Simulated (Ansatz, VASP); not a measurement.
One calculation of Na3MgBiO4, two programs

```
Na Mg Bi O
1.0
     3.35377    0.00000    0.00000
     0.00000    3.27908    5.85659
     0.00000   -3.27908    5.85659
Na Mg Bi O
3 1 1 4
Direct
  0.00000 0.04494 0.53627
  0.50000 0.93066 0.93066
  0.00000 0.53627 0.04494
  0.00000 0.11227 0.11227
  0.50000 0.55435 0.55435
  0.00000 0.24215 0.76390
  0.50000 0.20393 0.20393
  0.00000 0.76390 0.24215
  0.50000 0.73647 0.73647
```

Alike in both runs: functional PBE; k mesh 8 × 6 × 6; occupations gaussian, width 0.02 eV; no spin polarisation.

Ansatz relaxed the structure, and its values are those at the end. VASP's run is a single point on that final structure, the one shown.

|  | VASP | Ansatz |
| --- | --- | --- |
| version | VASP 6.6.1 | Ansatz 0.2.0 |
| potentials or method | VASP PAW PBE potentials, release 64 (Na_pv, Mg, Bi_d, O), cutoff 520 eV | scalar-relativistic, plane waves, PAW |
| valence electrons in the cell | 62 | 76 |

|  | VASP | Ansatz | Ansatz less VASP |
| --- | --- | --- | --- |
| gap on the k mesh at the Fermi level (eV) | 2.25 | 2.25 | +0.003 |
| least direct gap on the mesh (eV) | 2.47 | 2.48 | +0.009 |
| pressure (GPa) | 0.0 | 0.0 | +0.01 |
| rms of the force components (eV/Å) | 0.014 | 0.002 | -0.0120 |

The functional is the same, so the differences come from potentials, cutoffs and numerics. VASP's potentials hold 62 valence electrons a cell and Ansatz's 76, so a difference there can come from the potentials and not from the codes.

Spin-orbit coupling is off throughout.
